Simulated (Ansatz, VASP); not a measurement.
## Pd: VASP beside Ansatz

Contents of INCAR:

```
PREC = Accurate ; ENCUT = 520
EDIFF = 1E-6 ; ISMEAR = 0
SIGMA = 0.15 ; LREAL = F
LASPH = T ; NELM = 100
ALGO = Normal ; ISIF = 2
LWAVE = F ; LCHARG = T
GGA = PE ; LELF = T
LVHAR = T ; NBANDS = 11
```

KPOINTS

```
Automatic mesh
0
Gamma
  8 8 8
```

The input POSCAR:

```
Pd
1.0
    0.0000000000      1.9449000000      1.9935225000
    1.9449000000      0.0000000000      1.9935225000
    1.9449000000      1.9449000000      0.0000000000
Pd
1
Direct
    0.0000000000      0.0000000000      0.0000000000
```

Input for Ansatz:

```yaml
crystal:
  lattice:
    - [0.0, 1.9449, 1.9935225]
    - [1.9449, 0.0, 1.9935225]
    - [1.9449, 1.9449, 0.0]
  atoms:
    - { symbol: Pd, position: [0.0, 0.0, 0.0] }
basis:
  ecutwfc: 420
kpoints:
  mp_grid: { grid: [8, 8, 8] }
hamiltonian:
  xc: pbe
scf:
  occupations: { method: gaussian, width: 0.15 }
output:
  forces: true
  stress: true
  eigenvalues: true
```

Change from the starting cell: strain +0.000 along x and y, +0.025 along z, atoms carried along.

Alike in both runs: task single point; functional PBE; k mesh 8 × 8 × 8; occupations gaussian, width 0.15 eV; no spin polarisation.

|  | VASP | Ansatz |
| --- | --- | --- |
| version | VASP 6.6.1 | Ansatz 0.2.0 |
| potentials or method | VASP PAW PBE potentials, release 64 (Pd), cutoff 520 eV | scalar-relativistic, plane waves, PAW |
| valence electrons in the cell | 10 | 18 |

|  | VASP | Ansatz | Ansatz less VASP |
| --- | --- | --- | --- |
| gap on the k mesh at the Fermi level (eV) | none | none | - |
| pressure (GPa) | 3.3 | 3.6 | +0.30 |
| traceless stress, the component that is largest in VASP (GPa) | -0.97 | -0.97 | -0.005 |

A gap of «none» marks a metal or a gap that the smearing closes. With one functional, cell and mesh, what is left measures potentials, basis and numerics. VASP's potentials hold 10 valence electrons a cell and Ansatz's 18, so a difference there can come from the potentials and not from the codes.
